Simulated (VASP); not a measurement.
SiF: single point with PBE

The system is SiF.

```
Si F
1.0
     1.31127    0.75706    3.81873
    -1.31127    0.75706    3.81873
     0.00000   -1.51413    3.81873
Si F
1 1
Direct
  0.50000 0.50000 0.50000
  0.00000 0.00000 0.00000
```

```
Program             : VASP 6.6.1
Task                : single point
Functional          : PBE
Potentials or basis : VASP PAW PBE potentials, release 64 (Si, F)
Cutoff              : 520 eV
k mesh              : 12 × 12 × 12
Occupations         : fermi-dirac, width 0.05 eV
Spin                : no spin polarisation
```

The pressure is 6.2 GPa.

Stress tensor (GPa, compression positive):
```
4.71 0.00 0.00
0.00 4.71 0.00
0.00 0.00 9.05
```

Levels at points of the mesh, in eV from the Fermi level:
| k point | band 3 | band 4 | band 5 | band 6 | band 7 | band 8 |
| --- | --- | --- | --- | --- | --- | --- |
| (0.00, 0.00, 0.00) | -7.96 | -3.79 | -3.79 | 3.39 | 7.67 | 11.75 |
| (0.50, 0.00, 0.00) | -6.34 | -4.87 | -4.42 | -2.03 | 2.91 | 6.38 |
| (0.50, 0.50, 0.00) | -7.19 | -5.04 | -4.49 | -1.73 | 5.50 | 6.43 |
| (0.50, 0.50, 0.50) | -3.81 | -3.81 | -3.49 | -0.90 | 11.32 | 11.32 |

Run time: 25 s on 1 thread of Intel(R) Xeon(R) 6975P-C (Granite Rapids), with other jobs on the host, peak memory 0.19 GiB.

Caveat: an odd number of electrons without spin polarisation forces a metal; a magnetic or distorted state may lie lower.
